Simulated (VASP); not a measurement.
# Gd (P6_3/mmc) in VASP: a series of runs, part 2 of 2

VASP 6.6.1. Earlier steps stand in the parts before.

**4. Relaxation of cell and atoms, PBE, collinear spin, ferromagnetic start**

This run uses another cell than the first one, of 35.75 Å³/atom, 1.064 times its volume.

INCAR

```
SYSTEM = Gd
ALGO = Normal
EDIFF = 1E-6
EDIFFG = -0.005
ENCUT = 600
GGA = PE
IBRION = 2
ISIF = 3
ISMEAR = -1
ISPIN = 2
LASPH = .TRUE.
LCHARG = .FALSE.
LMAXMIX = 6
LORBIT = 11
LREAL = .FALSE.
LWAVE = .FALSE.
MAGMOM = 7 7
NELM = 150
NSW = 100
PREC = Accurate
SIGMA = 0.05
```

KPOINTS

```
k-points
0
G
  10 10 6
  0 0 0
```

POSCAR

```
Gd
1.0
    3.7304835253      0.0000000000      0.0000000000
   -1.8652417626      3.2306935013      0.0000000000
    0.0000000000      0.0000000000      5.9328641456
Gd
2
Direct
    0.3333333333      0.6666666667      0.2500000000
    0.6666666667      0.3333333333      0.7500000000
```

Potentials or basis: VASP PAW PBE potentials, release 64 (Gd).

Command:

```sh
$ cat potpaw_PBE.64/Gd/POTCAR > POTCAR
$ mpirun -np 1 vasp_std > vasp.out
```

OUTCAR:

```text
SYSTEM = Gd
   EDIFF = 1E-6
   EDIFFG = -0.005
   ENCUT = 600
   GGA = PE
   IBRION = 2
   ISIF = 3
   ISMEAR = -1
   ISPIN = 2
   LASPH = .TRUE.
   LORBIT = 11
   LREAL = .FALSE.
   NELM = 150
   NSW = 100
   PREC = Accurate

 ion  position               nearest neighbor table
   1  0.333  0.667  0.250-
   2  0.667  0.333  0.750-

  LATTYP: Found a hexagonal cell.
 ALAT       =     3.7304835253
 C/A-ratio  =     1.5903740374

  Lattice vectors:

 A1 = (   3.7304835253,   0.0000000000,   0.0000000000)
 A2 = (  -1.8652417626,   3.2306935013,   0.0000000000)
 A3 = (   0.0000000000,   0.0000000000,   5.9328641456)

Analysis of symmetry for initial positions (statically):
=====================================================================
 Subroutine PRICEL returns:
 Original cell was already a primitive cell.

 Routine SETGRP: Setting up the symmetry group for a
 hexagonal supercell.

 Subroutine GETGRP returns: Found 24 space group operations
 (whereof 12 operations were pure point group operations)
 out of a pool of 24 trial point group operations.

The static configuration has the point symmetry D_3d.
 The point group associated with its full space group is D_6h.

Analysis of symmetry for dynamics (positions and initial velocities):
=====================================================================
 Subroutine PRICEL returns:
 Original cell was already a primitive cell.

 Routine SETGRP: Setting up the symmetry group for a
 hexagonal supercell.

 Subroutine GETGRP returns: Found 24 space group operations
 (whereof 12 operations were pure point group operations)
 out of a pool of 24 trial point group operations.

The dynamic configuration has the point symmetry D_3d.
 The point group associated with its full space group is D_6h.

[... 158 lines left out ...]
  ext. energy  EPLUGINS =         0.00000000
  ---------------------------------------------------
  free energy    TOTEN  =       -23.40590061 eV

  energy without entropy =      -23.37563195  energy(sigma->0) =      -23.39076628

------------------------ aborting loop because EDIFF is reached ----------------------------------------

  FORCE on cell =-STRESS in cart. coord.  units (eV):
  Direction    XX          YY          ZZ          XY          YZ          ZX
  --------------------------------------------------------------------------------------
  -------------------------------------------------------------------------------------
  Total       -0.9071129     -0.9071129     -0.7716036     -0.0000000      0.0000000     -0.0000000
  in kB      -20.3257529    -20.3257529    -17.2893848     -0.0000000      0.0000000     -0.0000000
  external PRESSURE =     -19.3136302 kB  Pullay stress =       0.0000000 kB
[... 89 lines left out ...]
  FREE ENERGIE OF THE ION-ELECTRON SYSTEM (eV)
  ---------------------------------------------------
  free  energy   TOTEN  =       -23.4334866627 eV

  energy  without entropy=      -23.4074936338  energy(sigma->0) =      -23.42049015

[... ionic steps 4 to 19 ...]

--------------------------------------- Ionic step       20  -------------------------------------------

 number of electron      35.9999994 magnetization      15.3406676

------------------------ aborting loop because EDIFF is reached ----------------------------------------
[... 67 lines left out ...]
--------------------------------------- Ionic step       22  -------------------------------------------

 number of electron      35.9999994 magnetization      15.3405124

 Free energy of the ion-electron system (eV)
  ---------------------------------------------------
  ext. energy  EPLUGINS =         0.00000000
  ---------------------------------------------------
  free energy    TOTEN  =       -23.43351646 eV

  energy without entropy =      -23.40746066  energy(sigma->0) =      -23.42048856

 E-fermi :   2.8860     XC(G=0):  -9.9013

 val. band max:        2.8777433194   @ k =   0.2000   0.0000   0.0000
 cond. band min:       2.9092201142   @ k =   0.2000   0.1000   0.1667
 fundamental gap:      0.0314767948
 Fermi energy:         2.8860336548

 spin component 1

 k-point     1 :       0.0000    0.0000    0.0000
  band No.  band energies     occupation
      1     -42.4546      1.00000
      2     -42.3917      1.00000
      3     -20.1698      1.00000
      4     -19.5887      1.00000
      5     -19.5887      1.00000
      6     -19.4905      1.00000
[... 757 lines left out ...]
     28       4.0509      0.00000
     29       4.5896      0.00000

 [... further k-points ...]

 spin component 2

 k-point     1 :       0.0000    0.0000    0.0000
  band No.  band energies     occupation
      1     -39.2043      1.00000
      2     -39.1249      1.00000
      3     -17.9167      1.00000
      4     -17.2027      1.00000
      5     -17.2027      1.00000
      6     -17.0871      1.00000
[... 788 lines left out ...]
  FREE ENERGIE OF THE ION-ELECTRON SYSTEM (eV)
  ---------------------------------------------------
  free  energy   TOTEN  =       -23.4335164603 eV

  energy  without entropy=      -23.4074606571  energy(sigma->0) =      -23.42048856

 reached required accuracy - stopping structural energy minimisation

 total charge

# of ion       s       p       d       f       tot
--------------------------------------------------
    1        2.073   5.568   0.566   6.979  15.185
    2        2.073   5.568   0.566   6.979  15.185
--------------------------------------------------
tot          4.146  11.136   1.131  13.957  30.370

 magnetization (x)

# of ion       s       p       d       f       tot
--------------------------------------------------
    1        0.004  -0.051   0.227   6.826   7.006
    2        0.004  -0.051   0.227   6.826   7.006
--------------------------------------------------
tot          0.007  -0.103   0.454  13.653  14.011
```

Run time: 1.8 h. Hardware: 1 thread of Intel Xeon Platinum 8259CL at 2.50GHz (Skylake/Cascade Lake), shared host; peak memory 0.41 GiB.

What came out:

- Free energy: -23.4335 eV
- Relaxed volume: 33.62 Å³/atom
- Relaxed cell: a = 3.647 Å, b = 3.647 Å, c = 5.835 Å, α = 90.00°, β = 90.00°, γ = 120.00°
- Space group after relaxing (to 0.05 Å): P6_3/mmc (No. 194)
- Energy gained by relaxing: 13.8 meV/atom
- Ionic steps: 22
- Pressure after relaxing: 0.0 GPa
- Net moment: 15.34 μB per cell
- Site moments: Gd +7.01 μB
- Valence electrons inside the program's atomic spheres: Gd 15.19

Step by step:
```tsv
step	energy change (eV)	largest force (eV/Å)	pressure (GPa)	volume (Å³)
1	0.0000	0.0000	-1.93	71.50
2	-0.0276	0.0000	0.06	67.14
3	-0.0276	0.0000	0.42	67.23
4	-0.0266	0.0000	-0.46	67.94
5	-0.0273	0.0000	-0.23	67.56
6	-0.0275	0.0000	-0.23	67.44
7	-0.0275	0.0000	-0.18	67.34
8	-0.0276	0.0000	-0.06	67.31
9	-0.0276	0.0000	-0.06	67.29
10	-0.0276	0.0000	-0.03	67.24
11	-0.0276	0.0000	-0.01	67.25
12	-0.0276	0.0000	-0.08	67.27
13	-0.0276	0.0000	-0.20	67.22
14	-0.0276	0.0000	-0.07	67.05
15	-0.0276	0.0000	0.09	66.98
16	-0.0276	0.0000	0.24	67.02
17	-0.0276	0.0000	0.11	67.04
18	-0.0276	0.0000	0.18	67.09
19	-0.0276	0.0000	-0.08	67.24
20	-0.0276	0.0000	0.02	67.22
21	-0.0276	0.0000	0.03	67.22
22	-0.0276	0.0000	0.00	67.23
```

Final structure:
```
Gd
1.0
     3.64745    0.00000    0.00000
    -1.82373    3.15879    0.00000
     0.00000    0.00000    5.83520
Gd
2
Direct
  0.33333 0.66667 0.25000
  0.66667 0.33333 0.75000
```

Caveat: spin-orbit coupling is left out, which moves the levels of the heavy elements.
